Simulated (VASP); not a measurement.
# TaN (P1) in VASP: a series of runs, part 2 of 2

VASP 6.6.1. The steps go on from the part before.

### Step 3. Single point, r2SCAN

The input, POSCAR:

```
TaN
1.0
    2.9762900694     -0.0129209418      0.0741585831
   -1.4993348985      2.4883584253     -0.1843700940
    0.0728569417     -0.1670915586      2.7243245357
Ta N
1 1
Direct
    0.3402700496      0.6734025507      0.5016627198
   -0.0069367163     -0.0067358840     -0.0016627198
```

The input, INCAR.step1:

```
PREC = Accurate
ENCUT = 520
ISMEAR = 0
SIGMA = 0.15
LREAL = False
LASPH = True
NELM = 80
NBANDS = 15
GGA = PE
ALGO = Normal
EDIFF = 1E-4
LWAVE = True
LCHARG = False
```

The input, INCAR.step2:

```
PREC = Accurate
ENCUT = 520
EDIFF = 1E-6
ISMEAR = 0
SIGMA = 0.15
LREAL = False
LASPH = True
NELM = 80
ALGO = Normal
ISIF = 2
LWAVE = False
LCHARG = False
METAGGA = R2SCAN
LMIXTAU = True
NBANDS = 15
ISTART = 1
```

The input, KPOINTS:

```
regular mesh
0
Gamma
  12 12 12
```

Potentials or basis: VASP PAW PBE potentials, release 64 (Ta_pv, N).

Launch:

```bash
> cat potpaw_PBE.64/Ta_pv/POTCAR potpaw_PBE.64/N/POTCAR > POTCAR
> cp INCAR.step1 INCAR
> mpirun -np 1 vasp_std > vasp.out
> cp INCAR.step2 INCAR
> mpirun -np 1 vasp_std > vasp.out
```

OUTCAR:

```text
PREC = Accurate
   ENCUT = 520
   EDIFF = 1E-6
   ISMEAR = 0
   LREAL = False
   LASPH = True
   NELM = 80
   ISIF = 2
   METAGGA = R2SCAN
   ISTART = 1

 ion  position               nearest neighbor table
   1  0.340  0.673  0.502-   2 2.05   2 2.07   2 2.13   2 2.17   2 2.29   2 2.30
   2  0.993  0.993  0.998-   1 2.05   1 2.07   1 2.13   1 2.17   1 2.29   1 2.30

  LATTYP: Found a triclinic cell.
 ALAT       =     2.9110007080
 B/A-ratio  =     0.9909555242
 C/A-ratio  =     0.9379647554
 COS(alpha) =     0.0769734429
 COS(beta)  =     0.1292492693
 COS(gamma) =     0.4722533510

  Lattice vectors:

 A1 = (  -1.4993348985,   2.4883584253,  -0.1843700940)
 A2 = (   1.4769551709,   2.4754374835,  -0.1102115109)
 A3 = (  -0.0728569417,   0.1670915586,  -2.7243245357)

Analysis of symmetry for initial positions (statically):
=====================================================================
 Subroutine PRICEL returns:
 Original cell was already a primitive cell.

 Routine SETGRP: Setting up the symmetry group for a
 triclinic supercell.

 Subroutine GETGRP returns: Found  1 space group operations
 (whereof  1 operations were pure point group operations)
 out of a pool of  2 trial point group operations.

The static configuration has the point symmetry C_1 .

Analysis of symmetry for dynamics (positions and initial velocities):
=====================================================================
 Subroutine PRICEL returns:
 Original cell was already a primitive cell.

 Routine SETGRP: Setting up the symmetry group for a
 triclinic supercell.

 Subroutine GETGRP returns: Found  1 space group operations
 (whereof  1 operations were pure point group operations)
 out of a pool of  2 trial point group operations.

The dynamic configuration has the point symmetry C_1 .

 Subroutine INISYM returns: Found  1 space group operations
 (whereof  1 operations are pure point group operations),
 and found     1 'primitive' translations

----------------------------------------------------------------------------------------

[... 124 lines left out ...]
 Gauss-broadening in eV      SIGMA  =   0.15
  energy-cutoff  :      520.00
  volume of cell :       20.04
 maximum number of plane-waves:       554
 NGX is ok and might be reduce to    24
   NGX = 11   NGY = 11   NGZ = 11

 number of electron      16.0000002 magnetization

 Free energy of the ion-electron system (eV)
  ---------------------------------------------------
  ext. energy  EPLUGINS =         0.00000000
  ---------------------------------------------------
  free energy    TOTEN  =       -59.77143238 eV

  energy without entropy =      -59.76980415  energy(sigma->0) =      -59.77061826

 E-fermi :   9.1822     XC(G=0): -14.7871

 val. band max:        9.1613975633   @ k =   0.1667   0.4167   0.5000
 cond. band min:       9.1869279799   @ k =   0.0833   0.5000   0.4167
 fundamental gap:      0.0255304166
 Fermi energy:         9.1822384226

 k-point     1 :       0.0000    0.0000    0.0000
  band No.  band energies     occupation
      1     -26.7325      2.00000
      2     -26.6930      2.00000
      3     -26.6130      2.00000
      4     -10.4130      2.00000
      5       3.1058      2.00000
      6       3.5337      2.00000
      7       4.5085      2.00000
      8       6.1270      2.00000
      9      10.8010      0.00000
     10      12.4412      0.00000
     11      13.3185      0.00000
     12      14.6919      0.00000
     13      15.0450      0.00000
     14      20.0878      0.00000
[... 401 lines left out ...]
      2     -27.0784      2.00000
      3     -26.5640      2.00000
      4      -7.8497      2.00000
      5       0.1743      2.00000
      6       3.5061      2.00000
      7       4.0370      2.00000
      8       6.9417      2.00000
      9      10.4952      0.00000
     10      12.1286      0.00000
     11      14.4375      0.00000
     12      16.3708      0.00000
     13      19.9352      0.00000
     14      20.1071      0.00000
     15      23.7110      0.00000

 [... further k-points ...]

------------------------ aborting loop because EDIFF is reached ----------------------------------------

  FORCE on cell =-STRESS in cart. coord.  units (eV):
  Direction    XX          YY          ZZ          XY          YZ          ZX
  --------------------------------------------------------------------------------------
  -------------------------------------------------------------------------------------
  Total        2.1275880      4.5538070      8.6805630      0.0653920      4.6428623     -1.8117275
  in kB      170.1205749    364.1194840    694.0922451      5.2287046    371.2402916   -144.8645717
  external PRESSURE =     409.4441013 kB  Pullay stress =       0.0000000 kB

 VOLUME and BASIS-vectors are now :
 -----------------------------------------------------------------------------
  energy-cutoff  :      520.00
  volume of cell :       20.04
      direct lattice vectors                 reciprocal lattice vectors
     2.976290069 -0.012920942  0.074158583     0.336784740  0.203182200  0.003455141
    -1.499334898  2.488358425 -0.184370094     0.001138350  0.404392720  0.024772259
     0.072856942 -0.167091559  2.724324536    -0.009090547  0.021836686  0.368645887

 POSITION                                       TOTAL-FORCE (eV/Angst)
 -----------------------------------------------------------------------------------
      0.03964      1.58745      1.26777         0.005588      0.015217      0.005259
      1.53914      2.29195      2.61031        -0.005588     -0.015217     -0.005259
 -----------------------------------------------------------------------------------
    total drift:                                0.000285     -0.000107      0.000207

  FREE ENERGIE OF THE ION-ELECTRON SYSTEM (eV)
  ---------------------------------------------------
  free  energy   TOTEN  =       -59.7714323755 eV

  energy  without entropy=      -59.7698041544  energy(sigma->0) =      -59.77061826
```

OSZICAR.step1:

```text
N       E                     dE             d eps       ncg     rms          rms(c)
DAV:   1     0.931095805440E+02    0.93110E+02   -0.88185E+03 26040   0.115E+03
DAV:   2    -0.215805019898E+02   -0.11469E+03   -0.10798E+03 31472   0.312E+02
DAV:   3    -0.243612534188E+02   -0.27808E+01   -0.27677E+01 29820   0.456E+01
DAV:   4    -0.243718566760E+02   -0.10603E-01   -0.10600E-01 33985   0.302E+00
DAV:   5    -0.243719163601E+02   -0.59684E-04   -0.59681E-04 30170   0.209E-01    0.282E+01
DAV:   6    -0.218282228224E+02    0.25437E+01   -0.39786E+00 34508   0.244E+01    0.121E+01
DAV:   7    -0.218198213450E+02    0.84015E-02   -0.68598E-01 27965   0.622E+00    0.819E+00
DAV:   8    -0.218055744143E+02    0.14247E-01   -0.11528E-01 32396   0.283E+00    0.200E+00
DAV:   9    -0.217950143350E+02    0.10560E-01   -0.18194E-02 29477   0.117E+00    0.172E-01
DAV:  10    -0.217951641412E+02   -0.14981E-03   -0.15728E-03 30387   0.429E-01    0.699E-02
DAV:  11    -0.217950821407E+02    0.82001E-04   -0.15090E-04 26541   0.134E-01
   1 F= -.21795082E+02 E0= -.21793868E+02  d E =-.242872E-02
```

Wall time 4.3 min (1 thread of Intel Xeon 6975P-C (Granite Rapids), shared host); peak memory 0.36 GiB.

Results:

| Item | Value |
| --- | --- |
| Free energy | -59.7714 eV |
| Pressure | 40.9 GPa |
| Largest force | 0.017 eV/Å |
| Band gap on the k mesh | zero (bands 8 and 9 overlap by 0.56 eV) |

Forces in eV/Å, atoms in the order of the input:
```
Ta   0.006  0.015  0.005
N   -0.006 -0.015 -0.005
```

Caveat: the cell stands under pressure; the PAW data sets were made with another functional, which shifts forces and pressure a little; spin-orbit coupling is left out, which moves the levels of the heavy elements.
